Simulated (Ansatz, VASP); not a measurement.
# Hf: VASP beside Ansatz

```
CELL_PARAMETERS angstrom
0.00000 2.23815 2.17994
2.12174 0.00000 2.17994
2.12174 2.23815 0.00000
ATOMIC_POSITIONS crystal
Hf 0.00000 0.00000 0.00000
```

Change from the starting cell: strain +e along x and -e along y -0.0267, strain +e along z and -e/2 along x and y +0.0000.

Alike in both runs: task single point; functional LDA; k mesh 18 × 18 × 18; occupations gaussian, width 0.15 eV; no spin polarisation.

```csv
,VASP,Ansatz
version,VASP 6.6.1,Ansatz 0.2.0
potentials or method,"VASP PAW LDA potentials, release 64 (Hf_pv), cutoff 520 eV","scalar-relativistic, plane waves, PAW"
valence electrons in the cell,10,26
```

```csv
,VASP,Ansatz,Ansatz less VASP
gap on the k mesh at the Fermi level (eV),none,none,-
pressure (GPa),0.1,0.1,-0.01
"traceless stress, the component that is largest in VASP (GPa)",-1.44,-1.44,+0.001
```

LDA's correlation is that of Perdew and Zunger in VASP and of Perdew and Wang (1992) in Ansatz. A gap of «none» marks a metal or a gap that the smearing closes. VASP's potentials hold 10 valence electrons a cell and Ansatz's 26, so a difference there can come from the potentials and not from the codes.

Spin-orbit coupling is off throughout.
